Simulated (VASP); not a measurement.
# HgTe (F-43m) in VASP: notebook

Runs on HgTe. Level: PBE. Tasks: single point, relaxation of cell and atoms.

Program: VASP 6.6.1. These are calculated values, not measurements. Logs are shortened: lines on timing, memory, paths and dates and some standing lists are left out, and cuts for length are marked.

**1. The cell of the first run**

The structure is cubic, space group F-43m (No. 216). Conventional cell: a = 6.653 Å, b = 6.653 Å, c = 6.653 Å, α = 90.00°, β = 90.00°, γ = 90.00°. Within 3.8 Å of Hg (site symmetry -43m) lie 4 Te at 2.88 Å. Te (site symmetry -43m) has 4 Hg at 2.88 Å within 3.8 Å.

**2. Single point, PBE**

Input file INCAR:

```
SYSTEM = HgTe
ALGO     = Normal         ! electronic algorithm
EDIFF    = 1E-6           ! SCF threshold, eV
ENCUT    = 520            ! plane-wave cutoff, eV
GGA      = PE             ! functional
ISIF     = 2              ! what is computed and relaxed
ISMEAR   = 0              ! smearing method
LASPH    = .TRUE.         ! aspherical terms in the spheres
LCHARG   = .FALSE.        ! write CHGCAR
LREAL    = .FALSE.        ! projectors in reciprocal space
LWAVE    = .FALSE.        ! write WAVECAR
NBANDS   = 16             ! bands
NELM     = 100            ! most SCF steps
PREC     = Accurate       ! precision mode
SIGMA    = 0.1            ! smearing width, eV
```

Input file KPOINTS:

```
k-points
0
G
  12 12 12
  0 0 0
```

Input file POSCAR:

```
HgTe
1.0
    0.0000000000      3.3264077980      3.3264077980
    3.3264077980      0.0000000000      3.3264077980
    3.3264077980      3.3264077980      0.0000000000
Hg Te
1 1
Direct
    0.0000000000      0.0000000000      0.0000000000
    0.2500000000      0.2500000000      0.2500000000
```

Potentials or basis: VASP PAW PBE potentials, release 64 (Hg, Te).

On the command line:

```sh
$ cat potpaw_PBE.64/Hg/POTCAR potpaw_PBE.64/Te/POTCAR > POTCAR
$ mpirun -np 1 vasp_std > vasp.out
```

OUTCAR:

```text
SYSTEM = HgTe
   EDIFF = 1E-6
   ENCUT = 520
   GGA = PE
   ISIF = 2
   ISMEAR = 0
   LASPH = .TRUE.
   LREAL = .FALSE.
   NELM = 100
   PREC = Accurate

 ion  position               nearest neighbor table
   1  0.000  0.000  0.000-   2 2.88   2 2.88   2 2.88   2 2.88
   2  0.250  0.250  0.250-   1 2.88   1 2.88   1 2.88   1 2.88

  LATTYP: Found a face centered cubic cell.
 ALAT       =     6.6528155960

  Lattice vectors:

 A1 = (   0.0000000000,   3.3264077980,   3.3264077980)
 A2 = (   3.3264077980,   0.0000000000,   3.3264077980)
 A3 = (   3.3264077980,   3.3264077980,   0.0000000000)

Analysis of symmetry for initial positions (statically):
=====================================================================
 Subroutine PRICEL returns:
 Original cell was already a primitive cell.

 Routine SETGRP: Setting up the symmetry group for a
 face centered cubic supercell.

 Subroutine GETGRP returns: Found 24 space group operations
 (whereof 24 operations were pure point group operations)
 out of a pool of 48 trial point group operations.

The static configuration has the point symmetry T_d .

Analysis of symmetry for dynamics (positions and initial velocities):
=====================================================================
 Subroutine PRICEL returns:
 Original cell was already a primitive cell.

 Routine SETGRP: Setting up the symmetry group for a
 face centered cubic supercell.

 Subroutine GETGRP returns: Found 24 space group operations
 (whereof 24 operations were pure point group operations)
 out of a pool of 48 trial point group operations.

The dynamic configuration has the point symmetry T_d .

 Subroutine INISYM returns: Found 24 space group operations
 (whereof 24 operations are pure point group operations),
 and found     1 'primitive' translations

----------------------------------------------------------------------------------------

                                     Primitive cell

  volume of cell :      73.6133

  direct lattice vectors                    reciprocal lattice vectors
     0.000000000  3.326407798  3.326407798    -0.150312298  0.150312298  0.150312298
     3.326407798  0.000000000  3.326407798     0.150312298 -0.150312298  0.150312298
     3.326407798  3.326407798  0.000000000     0.150312298  0.150312298 -0.150312298

  length of vectors
     4.704251022  4.704251022  4.704251022     0.260348537  0.260348537  0.260348537

  position of ions in fractional coordinates (direct lattice)
     0.000000000  0.000000000  0.000000000
     0.250000000  0.250000000  0.250000000

  ion indices of the primitive-cell ions
   primitive index   ion index
                 1           1
                 2           2

----------------------------------------------------------------------------------------

 KPOINTS: k-points

Automatic generation of k-mesh.
 Grid dimensions read from file:
 generate k-points for:   12   12   12

 Generating k-lattice:

  Cartesian coordinates                     Fractional coordinates (reciprocal lattice)
    -0.012526025  0.012526025  0.012526025     0.083333333  0.000000000  0.000000000
     0.012526025 -0.012526025  0.012526025     0.000000000  0.083333333  0.000000000
     0.012526025  0.012526025 -0.012526025     0.000000000  0.000000000  0.083333333

  Length of vectors
     0.021695711  0.021695711  0.021695711

  Shift w.r.t. Gamma in fractional coordinates (k-lattice)
     0.000000000  0.000000000  0.000000000

 Subroutine IBZKPT returns following result:
 ===========================================

 Found     72 irreducible k-points:

 Following reciprocal coordinates:
            Coordinates               Weight
  0.000000  0.000000  0.000000      1.000000
  0.083333  0.000000  0.000000      8.000000
  0.166667  0.000000  0.000000      8.000000
  0.250000  0.000000  0.000000      8.000000
  0.333333  0.000000  0.000000      8.000000
  0.416667  0.000000  0.000000      8.000000
[... 16 lines left out ...]
  0.500000  0.166667  0.000000     24.000000
 -0.416667  0.166667  0.000000     24.000000
 [... further k-points ...]
   k-points           NKPTS =     72   k-points in BZ     NKDIM =     72   number of bands    NBANDS=     16
   number of dos      NEDOS =    301   number of ions     NIONS =      2
   total plane-waves  NPLWV =  46656
   dimension x,y,z NGX =    36 NGY =   36 NGZ =   36
   dimension x,y,z NGXF=    72 NGYF=   72 NGZF=   72
   ions per type =               1   1
   NGX,Y,Z   is equivalent  to a cutoff of  12.72, 12.72, 12.72 a.u.
   NGXF,Y,Z  is equivalent  to a cutoff of  25.44, 25.44, 25.44 a.u.
 SYSTEM =  HgTe
   PREC   = accura    normal or accurate (medium, high low for compatibility)
   ISTART =      0    job   : 0-new  1-cont  2-samecut
   ICHARG =      2    charge: 1-file 2-atom 10-const
   ISPIN  =      1    spin polarized calculation?
   LNONCOLLINEAR =      F non collinear calculations
   LSORBIT =      F    spin-orbit coupling
   LASPH  =      T    aspherical Exc in radial PAW
   ENCUT  =  520.0 eV  38.22 Ry    6.18 a.u.   8.75  8.75  8.75*2*pi/ulx,y,z
   NELM   =    100;   NELMIN=  2; NELMDL= -5     # of ELM steps
   EDIFF  = 0.1E-05   stopping-criterion for ELM
   LREAL  =      F    real-space projection
   EDIFFG = 0.1E-04   stopping-criterion for IOM
   NSW    =      0    number of steps for IOM
   IBRION =     -1    ionic relax: 0-MD 1-quasi-New 2-CG
   NFREE  =      0    steps in history (QN), initial steepest desc. (CG)
   ISIF   =      2    stress and relaxation
   ISYM   =      2    0-nonsym 1-usesym 2-fastsym
   POTIM  = 0.5000    time-step for ionic-motion
   TEBEG  =    0.0;   TEEND  =   0.0 temperature during run
   PSTRESS=    0.0 pullay stress
   NELECT =      18.0000    total number of electrons
   NUPDOWN=      -1.0000    fix difference up-down
   EMIN   =  10.00;   EMAX   =-10.00  energy-range for DOS
   EFERMI =   0.00;   METHOD = LEGACY
   ISMEAR =     0;   SIGMA  =   0.10  broadening in eV -4-tet -1-fermi 0-gaus
   EFERMI_NEDOS =   21; number of points for ismear=-14 and -15
   IALGO  =     38    algorithm
   IMIX   =      4    mixing-type and parameters
     AMIX     =   0.40;   BMIX     =  1.00
     AMIX_MAG =   1.60;   BMIX_MAG =  1.00
  volume/ion in A,a.u.               =      36.81       248.38
  Fermi-wavevector in a.u.,A,eV,Ry     =   1.023718  1.934546 14.258875  1.047998
  Thomas-Fermi vector in A             =   2.157466
   LORBIT       =      0    0 simple, 1 ext, 2 COOP (PROOUT), +10 PAW based schemes
   GGA     = PE    functional components
   LHFCALC =     F    Hartree Fock is set to
   AEXX    =    0.0000 exact exchange contribution
   IVDW    =     0    specifies the selected vdW correction
   LEPSILON=     F    determine dielectric tensor
   LRPA    =     F    only Hartree local field effects (RPA)
 non-spin polarized calculation
 Gauss-broadening in eV      SIGMA  =   0.10
  energy-cutoff  :      520.00
  volume of cell :       73.61
 maximum number of plane-waves:      2012
   NGX = 17   NGY = 17   NGZ = 17

 number of electron      17.9999998 magnetization

 Free energy of the ion-electron system (eV)
  ---------------------------------------------------
  ext. energy  EPLUGINS =         0.00000000
  ---------------------------------------------------
  free energy    TOTEN  =        -3.65190623 eV

  energy without entropy =       -3.65174170  energy(sigma->0) =       -3.65182396

 E-fermi :   2.2970     XC(G=0):  -8.3540

 val. band max:        2.2252841617   @ k =   0.0000   0.0000   0.0000
 cond. band min:       2.5774387077   @ k =   0.0833   0.0000   0.0000
 fundamental gap:      0.3521545460
 Fermi energy:         2.2970162894

 k-point     1 :       0.0000    0.0000    0.0000
  band No.  band energies     occupation
      1      -9.1828      2.00000
      2      -4.6614      2.00000
      3      -4.6614      2.00000
      4      -4.6614      2.00000
      5      -4.2302      2.00000
      6      -4.2302      2.00000
[... 8 lines left out ...]
     15      11.6531      0.00000
     16      11.6531      0.00000

 k-point     2 :       0.0833    0.0000    0.0000
  band No.  band energies     occupation
      1      -9.1538      2.00000
      2      -4.6533      2.00000
      3      -4.6533      2.00000
      4      -4.6487      2.00000
      5      -4.2309      2.00000
      6      -4.2309      2.00000
[... 8 lines left out ...]
     15      11.1917      0.00000
     16      11.1917      0.00000

 k-point     3 :       0.1667    0.0000    0.0000
  band No.  band energies     occupation
      1      -9.0727      2.00000
      2      -4.6318      2.00000
      3      -4.6318      2.00000
      4      -4.6037      2.00000
      5      -4.2320      2.00000
      6      -4.2320      2.00000
[... 8 lines left out ...]
     15      10.7907      0.00000
     16      10.7907      0.00000

 k-point     4 :       0.2500    0.0000    0.0000
  band No.  band energies     occupation
      1      -8.9579      2.00000
      2      -4.6045      2.00000
      3      -4.6045      2.00000
      4      -4.5084      2.00000
      5      -4.2304      2.00000
      6      -4.2304      2.00000
[... 8 lines left out ...]
     15      10.7275      0.00000
     16      10.7275      0.00000
[... 324 lines left out ...]
 k-point    22 :       0.4167    0.1667    0.0000
  band No.  band energies     occupation
      1      -8.7393      2.00000
      2      -4.5557      2.00000
      3      -4.5229      2.00000
      4      -4.3280      2.00000
      5      -4.2051      2.00000
      6      -4.1570      2.00000
[... 8 lines left out ...]
     15      11.5906      0.00000
     16      12.2311      0.00000

 k-point    23 :       0.5000    0.1667    0.0000
  band No.  band energies     occupation
      1      -8.6746      2.00000
      2      -4.5430      2.00000
      3      -4.5166      2.00000
      4      -4.2655      2.00000
      5      -4.2091      2.00000
      6      -3.9920      2.00000
[... 8 lines left out ...]
     15      11.7683      0.00000
     16      12.2633      0.00000

 k-point    24 :      -0.4167    0.1667    0.0000
  band No.  band energies     occupation
      1      -8.6661      2.00000
      2      -4.5382      2.00000
      3      -4.5226      2.00000
      4      -4.2407      2.00000
      5      -4.2206      2.00000
      6      -3.9540      2.00000
[... 8 lines left out ...]
     15      11.4855      0.00000
     16      11.7372      0.00000

 [... further k-points ...]
[... 5 lines left out ...]
  --------------------------------------------------------------------------------------
  -------------------------------------------------------------------------------------
  Total        0.0053925      0.0053925      0.0053925      0.0000000      0.0000000      0.0000000
  in kB        0.1173662      0.1173662      0.1173662      0.0000000      0.0000000      0.0000000
  external PRESSURE =       0.1173662 kB  Pullay stress =       0.0000000 kB

 VOLUME and BASIS-vectors are now :
 -----------------------------------------------------------------------------
  energy-cutoff  :      520.00
  volume of cell :       73.61
      direct lattice vectors                 reciprocal lattice vectors
     0.000000000  3.326407798  3.326407798    -0.150312298  0.150312298  0.150312298
     3.326407798  0.000000000  3.326407798     0.150312298 -0.150312298  0.150312298
     3.326407798  3.326407798  0.000000000     0.150312298  0.150312298 -0.150312298

 POSITION                                       TOTAL-FORCE (eV/Angst)
 -----------------------------------------------------------------------------------
      0.00000      0.00000      0.00000        -0.000000     -0.000000      0.000000
      1.66320      1.66320      1.66320         0.000000      0.000000     -0.000000
 -----------------------------------------------------------------------------------
    total drift:                               -0.000000     -0.000000     -0.000000

  FREE ENERGIE OF THE ION-ELECTRON SYSTEM (eV)
  ---------------------------------------------------
  free  energy   TOTEN  =        -3.6519062255 eV

  energy  without entropy=       -3.6517417025  energy(sigma->0) =       -3.65182396
```

Wall time 24 s (1 thread of Intel Xeon 6975P-C (Granite Rapids), shared host); peak memory 0.26 GiB.

What came out:

```yaml
Free_energy: -3.6519 eV
Pressure: 0.0 GPa
Band_gap_on_the_k_mesh: zero (filled and empty bands touch)
```

Levels at points of the mesh, in eV from the Fermi level:
```tsv
k point	band 7	band 8	band 9	band 10	band 11	band 12
(0.00, 0.00, 0.00)	-1.00	-0.07	-0.07	-0.07	4.30	4.30
(0.50, 0.00, 0.00)	-5.02	-0.90	-0.90	0.63	5.04	5.04
(0.50, 0.50, 0.00)	-5.05	-2.00	-2.00	1.84	2.64	7.85
```

Caveat: spin-orbit coupling is left out, which moves the levels of the heavy elements.

**3. Relaxation of cell and atoms, PBE**

Input file INCAR:

```
PREC = Accurate
ENCUT = 600
EDIFF = 1E-7
ISMEAR = 0
SIGMA = 0.1
LREAL = False
LASPH = True
NELM = 80
ALGO = Normal
ISIF = 3
LWAVE = False
LCHARG = False
GGA = PE
IBRION = 2
NSW = 100
EDIFFG = -0.005
```

Input file KPOINTS:

```
Automatic mesh
0
Gamma
  12 12 12
```

Input file POSCAR:

```
HgTe
1.0
    0.0000000000      3.3264078016      3.3264078016
    3.3264078016      0.0000000000      3.3264078016
    3.3264078016      3.3264078016      0.0000000000
Hg Te
1 1
Direct
    0.0000000000      0.0000000000      0.0000000000
    0.2500000000      0.2500000000      0.2500000000
```

Potentials or basis: VASP PAW PBE potentials, release 64 (Hg, Te).

On the command line:

```sh
$ cat potpaw_PBE.64/Hg/POTCAR potpaw_PBE.64/Te/POTCAR > POTCAR
$ mpirun -np 1 vasp_std > vasp.out
```

Run time: 4.3 min. Hardware: 1 thread of AMD EPYC 7R13, shared host; peak memory 0.27 GiB.

It converged, with:

```yaml
Free_energy: -3.6520 eV
Relaxed_volume: 36.84 Å³/atom
Relaxed_cell: a = 4.706 Å, b = 4.706 Å, c = 4.706 Å, α = 60.00°, β = 60.00°, γ = 60.00°
Space_group_after_relaxing_to_0.05_Å: F-43m (No. 216)
Energy_gained_by_relaxing: 0.0 meV/atom
Ionic_steps: 2
Pressure_after_relaxing: 0.0 GPa
Band_gap_on_the_k_mesh: zero (filled and empty bands touch)
```

Final structure:
```
Hg Te
1.0
     0.00000    3.32751    3.32751
     3.32751    0.00000    3.32751
     3.32751    3.32751    0.00000
Hg Te
1 1
Direct
  0.00000 0.00000 0.00000
  0.25000 0.25000 0.25000
```

Levels at points of the mesh, in eV from the Fermi level:
| k point | band 7 | band 8 | band 9 | band 10 | band 11 | band 12 |
| --- | --- | --- | --- | --- | --- | --- |
| (0.00, 0.00, 0.00) | -1.00 | -0.07 | -0.07 | -0.07 | 4.30 | 4.30 |
| (0.50, 0.00, 0.00) | -5.01 | -0.90 | -0.90 | 0.63 | 5.04 | 5.04 |
| (0.50, 0.50, 0.00) | -5.04 | -1.99 | -1.99 | 1.84 | 2.64 | 7.85 |

Caveat: spin-orbit coupling is left out, which moves the levels of the heavy elements.

**4. Single point, PBE (volume scaled by 0.88)**

Input file INCAR:

```
SYSTEM = HgTe
ALGO = Normal ; EDIFF = 1E-6
ENCUT = 520 ; GGA = PE
ISIF = 2 ; ISMEAR = 0
LASPH = .TRUE. ; LCHARG = .FALSE.
LREAL = .FALSE. ; LWAVE = .FALSE.
NBANDS = 16 ; NELM = 80
PREC = Accurate ; SIGMA = 0.1
```

Input file KPOINTS:

```
k-points
0
G
  12 12 12
  0 0 0
```

Input file POSCAR:

```
HgTe
1.0
    0.0000000000      3.1876432787      3.1876432787
    3.1876432787      0.0000000000      3.1876432787
    3.1876432787      3.1876432787      0.0000000000
Hg Te
1 1
Direct
    0.0000000000      0.0000000000      0.0000000000
    0.2500000000      0.2500000000      0.2500000000
```

On the command line:

```sh
$ cat potpaw_PBE.64/Hg/POTCAR potpaw_PBE.64/Te/POTCAR > POTCAR
$ mpirun -np 1 vasp_std > vasp.out
```

Run time: 57 s. Hardware: 1 thread of Intel Xeon Platinum 8259CL at 2.50GHz (Skylake/Cascade Lake), shared host; peak memory 0.25 GiB.

It converged, with:

| Item | Value |
| --- | --- |
| Free energy | -3.5016 eV |
| Pressure | 6.1 GPa |
| Band gap on the k mesh | zero (filled and empty bands touch) |

Levels at points of the mesh, in eV from the Fermi level:
| k point | band 7 | band 8 | band 9 | band 10 | band 11 | band 12 |
| --- | --- | --- | --- | --- | --- | --- |
| (0.00, 0.00, 0.00) | -0.68 | -0.06 | -0.06 | -0.06 | 4.09 | 4.09 |
| (0.50, 0.00, 0.00) | -5.83 | -1.13 | -1.13 | 0.65 | 4.93 | 4.93 |
| (0.50, 0.50, 0.00) | -5.73 | -2.52 | -2.52 | 1.82 | 2.32 | 8.32 |

Caveat: the cell differs from its parent crystal (volume scaled by 0.88); spin-orbit coupling is left out, which moves the levels of the heavy elements.

**5. Summary**

```tsv
task	cell	cutoff (eV)	gap on the mesh (eV)	pressure (GPa)
single point	a = 4.704 Å, angles 60.0°, 2 atoms	520	none	0.0
relaxation of cell and atoms	relaxed from a = 4.704 Å, angles 60.0°, 2 atoms	600	none	0.0
single point	a = 4.508 Å, angles 60.0°, 2 atoms	520	none	6.1
```

Alike in all rows: level PBE; potentials or basis VASP PAW PBE potentials, release 64 (Hg, Te); no spin polarisation; k mesh 12 × 12 × 12; smearing gaussian 0.1 eV.

Caveats: spin-orbit coupling is left out, which moves the levels of the heavy elements.

Absolute energies hang on the potentials; compare differences alone.
